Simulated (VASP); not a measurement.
BAs:

```xyz
2
Lattice="0.0000 2.4096 2.4096 2.4096 0.0000 2.4096 2.4096 2.4096 0.0000" Properties=species:S:1:pos:R:3 pbc="T T T"
B     1.2048    1.2048    1.2048
As    0.0000    0.0000    0.0000
```

* Program: VASP 6.6.1
* Task: relaxation of cell and atoms
* Functional: r2SCAN
* Potentials or basis: VASP PAW PBE potentials, release 64 (B, As)
* Cutoff: 600 eV
* k mesh: 10 × 10 × 10
* Occupations: gaussian, width 0.02 eV
* Spin: no spin polarisation

At the start: pressure -2.8 GPa; volume 13.99 Å³/atom.

How do energy, volume and symmetry change on relaxing?

Over 3 steps the energy falls by 2.5 meV/atom and the volume is 13.71 Å³/atom (-2.0 %); space group F-43m (No. 216, to 0.05 Å).

The path:
| step | energy change (eV) | largest force (eV/Å) | pressure (GPa) | volume (Å³) |
| --- | --- | --- | --- | --- |
| 1 | 0.0000 | 0.0000 | -2.79 | 27.98 |
| 2 | -0.0023 | 0.0000 | 2.21 | 27.01 |
| 3 | -0.0051 | 0.0000 | 0.01 | 27.41 |

Final structure:
```
CELL_PARAMETERS angstrom
0.00000 2.39320 2.39320
2.39320 0.00000 2.39320
2.39320 2.39320 0.00000
ATOMIC_POSITIONS crystal
B 0.25000 0.25000 0.25000
As 0.00000 0.00000 0.00000
```

Caveat: the PAW data sets were made with another functional, which shifts forces and pressure a little.
